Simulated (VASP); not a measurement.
BeS: single point with PBE

The system is BeS.

```
CELL_PARAMETERS angstrom
0.00000 2.49775 2.42500
2.49775 0.00000 2.42500
2.49775 2.49775 0.00000
ATOMIC_POSITIONS crystal
Be 0.00000 0.00000 0.00000
S 0.75000 0.75000 0.75000
```

This cell differs from its parent crystal: strain +0.030 along x and y, +0.000 along z.

```yaml
Program: VASP 6.6.1
Task: single point
Functional: PBE
Potentials_or_basis: VASP PAW PBE potentials, release 64 (Be, S)
Cutoff: 520 eV
k_mesh: 8 × 8 × 8
Occupations: gaussian, width 0.05 eV
Spin: no spin polarisation
```

```json
{"Pressure": "-3.7 GPa", "Band gap on the k mesh": "3.00 eV, indirect (least direct gap 5.30 eV)"}
```

Stress tensor (GPa, compression positive):
```
-4.56  0.00  0.00
 0.00 -4.56  0.00
 0.00  0.00 -1.92
```

Levels at points of the mesh, in eV from the valence-band top:
| k point | band 1 | band 2 | band 3 | band 4 | band 5 | band 6 | band 7 | band 8 |
| --- | --- | --- | --- | --- | --- | --- | --- | --- |
| (0.00, 0.00, 0.00) | -13.40 | -0.14 | -0.14 | 0.00 | 5.30 | 5.57 | 5.61 | 5.61 |
| (0.50, 0.00, 0.00) | -11.95 | -5.51 | -1.17 | -0.93 | 5.13 | 6.35 | 6.64 | 10.83 |
| (0.50, 0.50, 0.00) | -11.38 | -4.69 | -2.68 | -2.68 | 3.00 | 4.68 | 12.22 | 12.22 |
| (0.50, 0.00, 0.50) | -11.50 | -4.88 | -2.48 | -2.44 | 3.21 | 4.96 | 12.12 | 12.21 |

It took 11 s on 1 thread of Intel(R) Xeon(R) 6975P-C (Granite Rapids), with other jobs on the host, peak memory 0.15 GiB.

Caveat: the cell differs from its parent crystal (strain +0.030 along x and y, +0.000 along z). A k mesh can miss the band edges.
